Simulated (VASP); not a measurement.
Write the native input for VASP 6.6.1 that does the following.

```
Task                   : single point
Functional             : r2SCAN
Potentials or basis    : VASP PAW PBE potentials, release 64 (Te, Mo_sv)
Cutoff                 : 520 eV
k mesh                 : 4 × 8 × 2
Occupations            : fermi-dirac, width 0.05 eV
Spin                   : no spin polarisation
Dipole correction      : no
Further INCAR settings : ALGO = Normal; EDIFF = 1e-06; NBANDS = 64
```

Crystal: Te2Mo.

```
CELL_PARAMETERS angstrom
6.33000 0.00000 0.00000
0.00000 3.46900 0.00000
-0.94679 0.00000 13.82762
ATOMIC_POSITIONS crystal
Te 0.94370 0.75000 0.60450
Te 0.05630 0.25000 0.39550
Te 0.90300 0.25000 0.85140
Te 0.09700 0.75000 0.14860
Te 0.41120 0.75000 0.89550
Te 0.58880 0.25000 0.10450
Te 0.44320 0.25000 0.64840
Te 0.55680 0.75000 0.35160
Mo 0.81670 0.75000 0.99260
Mo 0.18330 0.25000 0.00740
Mo 0.68190 0.25000 0.49340
Mo 0.31810 0.75000 0.50660
```

The input as run:

POSCAR

```
Te2Mo
1.0
    6.3300000000      0.0000000000      0.0000000000
    0.0000000000      3.4690000000      0.0000000000
   -0.9467947088      0.0000000000     13.8276237937
Te Mo
8 4
Direct
    0.9437000000      0.7500000000      0.6045000000
    0.0563000000      0.2500000000      0.3955000000
    0.9030000000      0.2500000000      0.8514000000
    0.0970000000      0.7500000000      0.1486000000
    0.4112000000      0.7500000000      0.8955000000
    0.5888000000      0.2500000000      0.1045000000
    0.4432000000      0.2500000000      0.6484000000
    0.5568000000      0.7500000000      0.3516000000
    0.8167000000      0.7500000000      0.9926000000
    0.1833000000      0.2500000000      0.0074000000
    0.6819000000      0.2500000000      0.4934000000
    0.3181000000      0.7500000000      0.5066000000
```

INCAR.step1

```
SYSTEM = Te2Mo
PREC = Accurate ; ENCUT = 520
ISMEAR = -1 ; SIGMA = 0.05
LREAL = .FALSE. ; LASPH = .TRUE.
NELM = 80 ; NBANDS = 64
GGA = PE ; ALGO = Normal
EDIFF = 1E-4 ; LWAVE = .TRUE.
LCHARG = .FALSE.
```

INCAR.step2

```
SYSTEM = Te2Mo
PREC = Accurate ; ENCUT = 520
EDIFF = 1E-6 ; ISMEAR = -1
SIGMA = 0.05 ; LREAL = .FALSE.
LASPH = .TRUE. ; NELM = 80
ALGO = Normal ; ISIF = 2
LWAVE = .FALSE. ; LCHARG = .TRUE.
METAGGA = R2SCAN ; LMIXTAU = .TRUE.
LELF = .TRUE. ; LVHAR = .TRUE.
NBANDS = 64 ; ISTART = 1
```

KPOINTS

```
regular mesh
0
G
  4 8 2
  0 0 0
```

Potentials or basis: VASP PAW PBE potentials, release 64 (Te, Mo_sv).

Command:

```sh
$ cat potpaw_PBE.64/Te/POTCAR potpaw_PBE.64/Mo_sv/POTCAR > POTCAR
$ cp INCAR.step1 INCAR
$ mpirun -np 1 vasp_std > vasp.out
$ cp INCAR.step2 INCAR
$ mpirun -np 1 vasp_std > vasp.out
```

Results of the run:

* Pressure: 2.1 GPa
* Largest force: 0.292 eV/Å
* Band gap on the k mesh: zero (bands 52 and 53 overlap by 0.09 eV)

Caveat: the PAW data sets were made with another functional, which shifts forces and pressure a little; spin-orbit coupling is left out, which moves the levels of the heavy elements.

Run time: 61 min on 1 thread of AMD EPYC 9755 128-Core Processor, on a shared host, peak memory 0.64 GiB.
